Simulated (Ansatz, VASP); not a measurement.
**One calculation of Al2O3, two programs**

```
CELL_PARAMETERS angstrom
2.37948 1.37380 4.33167
-2.37948 1.37380 4.33167
0.00000 -2.74759 4.33167
ATOMIC_POSITIONS crystal
Al 0.35192 0.35192 0.35192
Al 0.14808 0.14808 0.14808
Al 0.64808 0.64808 0.64808
Al 0.85192 0.85192 0.85192
O 0.55636 0.94364 0.25000
O 0.25000 0.55636 0.94364
O 0.94364 0.25000 0.55636
O 0.44364 0.05636 0.75000
O 0.75000 0.44364 0.05636
O 0.05636 0.75000 0.44364
```

Alike in both runs: functional r2SCAN; k mesh 6 × 6 × 6; no spin polarisation.

Ansatz relaxed the structure, and its values are those at the end. VASP's run is a single point on that final structure, the one shown.

```csv
,VASP,Ansatz
version,VASP 6.6.1,Ansatz 0.2.0
potentials or method,"VASP PAW PBE potentials, release 64 (Al, O), cutoff 520 eV","scalar-relativistic, plane waves, PAW"
occupations,"gaussian, width 0.01 eV",fixed
valence electrons in the cell,48,48
```

```tsv
	VASP	Ansatz	Ansatz less VASP
gap on the k mesh at the Fermi level (eV)	7.15	7.14	-0.017
least direct gap on the mesh (eV)	7.15	7.14	-0.017
pressure (GPa)	-0.5	0.0	+0.50
rms of the force components (eV/Å)	0.009	0.000	-0.0088
```

VASP's potentials were made for PBE, not for r2SCAN.
